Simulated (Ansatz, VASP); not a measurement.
## Two plane-wave programs on TaGe3Ru

```
Ta Ge Ru
1.0
     4.26952    0.00000    0.00000
     0.00000    4.26952    0.00000
     0.00000    0.00000    4.26952
Ta Ge Ru
1 3 1
Direct
  0.00000 0.00000 0.00000
  0.00000 0.50000 0.50000
  0.50000 0.00000 0.50000
  0.50000 0.50000 0.00000
  0.50000 0.50000 0.50000
```

Change from the starting cell: species swapped into the CdNi3N type (Pm-3m, No. 221).

Alike in both runs: task relaxation of cell and atoms; functional PBE; k mesh 4 × 4 × 4; occupations gaussian, width 0.1 eV; no spin polarisation.

```csv
,VASP,Ansatz
version,VASP 6.6.1,Ansatz 0.2.0
potentials or method,"VASP PAW PBE potentials, release 64 (Ta_pv, Ge_d, Ru_pv), cutoff 600 eV","scalar-relativistic, plane waves, PAW"
valence electrons in the cell,67,71
```

Ansatz gave:

```
gap on the k mesh at the Fermi level, each at its own relaxed structure (eV) : none
relaxed volume (Å³/atom)                                                     : 20.67
relaxed cell length with the largest relative difference (Å)                 : 4.693
```

Task: Estimate VASP's values.

Result: gap on the k mesh at the Fermi level, each at its own relaxed structure (eV): none; relaxed volume (Å³/atom): 20.70; relaxed cell length with the largest relative difference (Å): 4.695.

A gap of «none» marks a metal or a gap that the smearing closes. VASP's potentials hold 67 valence electrons a cell and Ansatz's 71, so a difference there can come from the potentials and not from the codes.

The k mesh is coarse, so the values compare programs but aren't converged. Neither program's run includes spin-orbit coupling. Noted on VASP's run: the volume moved by over 15 % at a fixed basis, so the end points are rough.
